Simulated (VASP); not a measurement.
# Mo: single point with r2SCAN

Crystal: Mo.

```
CELL_PARAMETERS angstrom
2.76287 0.00000 0.00000
-1.38144 2.39271 0.00000
0.00000 0.00000 2.50483
ATOMIC_POSITIONS crystal
Mo 0.00000 0.00000 0.50000
```

- Program: VASP 6.6.1
- Task: single point
- Functional: r2SCAN
- Potentials or basis: VASP PAW PBE potentials, release 64 (Mo_sv)
- Cutoff: 520 eV
- k mesh: 14 × 14 × 13
- Occupations: fermi-dirac, width 0.1 eV
- Spin: no spin polarisation

The pressure is 2.0 GPa and the band gap on the k mesh is zero (band 7 reaches 12.37 eV, above the bottom of band 8 at 10.56 eV).

Stress tensor (GPa, compression positive):
```
-0.19  0.00  0.00
 0.00 -0.19  0.00
 0.00  0.00  6.42
```

Levels at points of the mesh, in eV from the Fermi level:
```tsv
k point	band 3	band 4	band 5	band 6	band 7	band 8	band 9	band 10	band 11	band 12
(0.00, 0.00, 0.00)	-35.48	-35.20	-7.09	-4.66	-0.91	-0.91	4.58	4.58	13.37	17.67
(0.50, 0.00, 0.00)	-35.80	-35.05	-5.09	-3.50	0.90	1.66	3.96	4.43	10.42	13.97
```

Wall time 90 s on 1 thread of Intel(R) Xeon(R) Platinum 8259CL CPU @ 2.50GHz (Skylake/Cascade Lake) (shared host), peak memory 0.16 GiB.

Caveat: the PAW data sets were made with another functional, which shifts forces and pressure a little.
